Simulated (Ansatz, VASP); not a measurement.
**Two plane-wave programs on Ba**

```
CELL_PARAMETERS angstrom
2.05275 -3.83250 0.00000
2.05275 3.83250 0.00000
0.00000 0.00000 5.70000
ATOMIC_POSITIONS crystal
Ba 0.00000 0.00000 0.00000
```

Change from the starting cell: strain +0.050 along x and y, +0.000 along z, atoms carried along.

Alike in both runs: task single point; functional LDA; k mesh 14 × 14 × 8; occupations gaussian, width 0.15 eV; no spin polarisation.

|  | VASP | Ansatz |
| --- | --- | --- |
| version | VASP 6.6.1 | Ansatz 0.2.0 |
| potentials or method | VASP PAW LDA potentials, release 64 (Ba_sv), cutoff 520 eV | scalar-relativistic, plane waves, PAW |
| valence electrons in the cell | 10 | 10 |

|  | VASP | Ansatz | Ansatz less VASP |
| --- | --- | --- | --- |
| gap on the k mesh at the Fermi level (eV) | none | none | - |
| pressure (GPa) | -0.9 | -0.9 | 0.00 |
| traceless stress, the component that is largest in VASP (GPa) | -1.13 | -1.06 | +0.067 |

LDA's correlation is that of Perdew and Zunger in VASP and of Perdew and Wang (1992) in Ansatz. A gap of «none» marks a metal or a gap that the smearing closes.

Spin-orbit coupling is off throughout.
